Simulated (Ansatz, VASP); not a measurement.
## Two plane-wave programs on Ca

INCAR

```
SYSTEM = Ca
PREC     = Accurate       ! precision mode
ENCUT    = 520            ! plane-wave cutoff, eV
EDIFF    = 1E-6           ! SCF threshold, eV
ISMEAR   = 0              ! smearing method
SIGMA    = 0.15           ! smearing width, eV
LREAL    = .FALSE.        ! projectors in reciprocal space
LASPH    = .TRUE.         ! aspherical terms in the spheres
NELM     = 60             ! most SCF steps
ALGO     = Fast           ! electronic algorithm
ISIF     = 2              ! what is computed and relaxed
LWAVE    = .FALSE.        ! write WAVECAR
LCHARG   = .FALSE.        ! write CHGCAR
GGA      = PE             ! functional
NBANDS   = 11             ! bands
```

Contents of KPOINTS:

```
regular mesh
0
G
  16 16 16
  0 0 0
```

File POSCAR:

```
Ca
1.0
   -2.1500747810      2.1500747810      2.0863090695
    2.1500747810     -2.1500747810      2.0863090695
    2.1500747810      2.1500747810     -2.0863090695
Ca
1
Direct
    0.5000000000      0.5000000000      0.0000000000
```

Input for Ansatz:

```yaml
crystal:
  lattice:
    - [-2.150074781, 2.150074781, 2.0863090695]
    - [2.150074781, -2.150074781, 2.0863090695]
    - [2.150074781, 2.150074781, -2.0863090695]
  atoms:
    - { symbol: Ca, position: [0.5, 0.5, 0.0] }
basis:
  ecutwfc: 420
kpoints:
  mp_grid: { grid: [16, 16, 16] }
hamiltonian:
  xc: pbe
scf:
  occupations: { method: gaussian, width: 0.15 }
output:
  forces: true
  stress: true
  eigenvalues: true
```

Change from the starting cell: strain -0.025 along x and y, -0.050 along z, atoms carried along.

Alike in both runs: task single point; functional PBE; k mesh 16 × 16 × 16; occupations gaussian, width 0.15 eV; no spin polarisation.

|  | VASP | Ansatz |
| --- | --- | --- |
| version | VASP 6.6.1 | Ansatz 0.2.0 |
| potentials or method | VASP PAW PBE potentials, release 64 (Ca_sv), cutoff 520 eV | scalar-relativistic, plane waves, PAW |
| valence electrons in the cell | 10 | 10 |

```tsv
	VASP	Ansatz	Ansatz less VASP
gap on the k mesh at the Fermi level (eV)	none	none	-
pressure (GPa)	1.7	1.7	-0.03
```

A gap of «none» marks a metal or a gap that the smearing closes.
